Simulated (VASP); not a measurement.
A run of VASP 6.6.1 is set up as follows.

File INCAR:

```
SYSTEM = Si5N3
PREC = Accurate
ENCUT = 600
EDIFF = 1E-6
ISMEAR = 0
SIGMA = 0.2
LREAL = Auto
LASPH = .True.
NELM = 80
ALGO = Normal
ISIF = 3
LWAVE = .False.
LCHARG = .False.
GGA = PE
IBRION = 2
NSW = 36
EDIFFG = -0.08
```

File KPOINTS:

```
regular mesh
0
Gamma
  6 6 1
  0 0 0
```

POSCAR

```
Si5N3
1.0
    3.3000000000      0.0000000000      0.0000000000
   -1.6500000000      2.8578838300      0.0000000000
    0.0000000000      0.0000000000     25.6000000000
Si N
10 6
Direct
    0.6666666700      0.3333333300      0.4297000000
    0.3333333300      0.6666666700      0.1875000000
    0.3333333300      0.6666666700      0.2813000000
    0.6666666700      0.3333333300      0.3359000000
    0.0000000000      0.0000000000      0.0469000000
    0.0000000000      0.0000000000      0.9531000000
    0.3333333300      0.6666666700      0.5703000000
    0.6666666700      0.3333333300      0.8125000000
    0.6666666700      0.3333333300      0.7187000000
    0.3333333300      0.6666666700      0.6641000000
    0.3333333300      0.6666666700      0.4453000000
    0.0000000000      0.0000000000      0.1719000000
    0.3333333300      0.6666666700      0.0625000000
    0.6666666700      0.3333333300      0.9375000000
    0.6666666700      0.3333333300      0.5547000000
    0.0000000000      0.0000000000      0.8281000000
```

Potentials or basis: VASP PAW PBE potentials, release 64 (Si, N).

Launch:

```sh
$ cat potpaw_PBE.64/Si/POTCAR potpaw_PBE.64/N/POTCAR > POTCAR
$ mpirun -np 1 vasp_std > vasp.out
```

Question: What does it give for the band gap on the k mesh?

Answer: Zero (band 35 reaches 10.57 eV, above the bottom of band 36 at 7.16 eV).

Question: Estimate the relaxed volume.

Answer: 13.13 Å³/atom.

Final structure:
```
Si N
1.0
     2.91003    0.00000    0.00000
    -1.45501    2.52016    0.00000
     0.00000    0.00000   28.64340
Si N
10 6
Direct
  0.66667 0.33333 0.42246
  0.33333 0.66667 0.19509
  0.33333 0.66667 0.27889
  0.66667 0.33333 0.34037
  0.00000 0.00000 0.04194
  0.00000 0.00000 0.95806
  0.33333 0.66667 0.57754
  0.66667 0.33333 0.80491
  0.66667 0.33333 0.72111
  0.33333 0.66667 0.65963
  0.33333 0.66667 0.44140
  0.00000 0.00000 0.17595
  0.33333 0.66667 0.06128
  0.66667 0.33333 0.93872
  0.66667 0.33333 0.55860
  0.00000 0.00000 0.82405
```

Caveat: the k points lie up to 0.42 Å⁻¹ apart in the final cell.
